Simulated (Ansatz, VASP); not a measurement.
**PbSe, level by level in two programs**

```
CELL_PARAMETERS angstrom
3.78432 0.00000 0.00000
0.00000 3.78432 0.00000
0.00000 0.00000 3.78432
ATOMIC_POSITIONS crystal
Pb 0.00000 0.00000 0.00000
Se 0.50000 0.50000 0.50000
```

Single points on this cell with VASP 6.6.1 and Ansatz 0.2.0. Each row is one pair of runs. Alike in all rows: VASP's potentials, cutoff: VASP PAW PBE potentials, release 64 (Pb_d, Se), 520 eV; Ansatz's potentials, cutoff: Ansatz PAW, 420 eV.

| level | spin | k mesh | smearing | gap on the k mesh at the Fermi level (eV), VASP | gap on the k mesh at the Fermi level (eV), Ansatz | pressure (GPa), VASP | pressure (GPa), Ansatz |
| --- | --- | --- | --- | --- | --- | --- | --- |
| HSE06 | non-collinear, zero start, SOC | 3 × 3 × 3 | fermi-dirac, width 0.05 eV | - | - | -1.9 | -1.8 |
| PBE | off | 7 × 7 × 7 | gaussian, width 0.029 eV | none | none | -0.2 | -0.2 |
| PBE | off | 7 × 7 × 7 | gaussian, width 0.03 eV | none | none | -0.2 | -0.2 |
| PBE | off | 7 × 7 × 7 | gaussian, width 0.025 eV | none | none | -0.2 | -0.2 |
| PBE | off | 7 × 7 × 7 | gaussian, width 0.026 eV | none | none | -0.2 | -0.2 |
| PBE | off | 7 × 7 × 7 | gaussian, width 0.027 eV | none | none | -0.2 | -0.2 |
| PBE | off | 7 × 7 × 7 | gaussian, width 0.028 eV | none | none | -0.2 | -0.2 |
| PBE | off | 7 × 7 × 7 | gaussian, width 0.011 eV | none | none | -0.2 | -0.2 |

Pressure (GPa): the two programs differ by at most 0.09.

VASP's potentials hold 20 valence electrons a cell and Ansatz's 30, so a difference there can come from the potentials and not from the codes.

A gap of «none» marks a metal or a gap that the smearing closes.

The k mesh is coarse in some rows, so the values compare programs but aren't converged. Noted on Ansatz's runs: odd divisions of the mesh miss points on the zone boundary, where band edges often lie, so the gap on the mesh can be too wide.

A gap of «none» marks a metal or a gap under the smearing width.
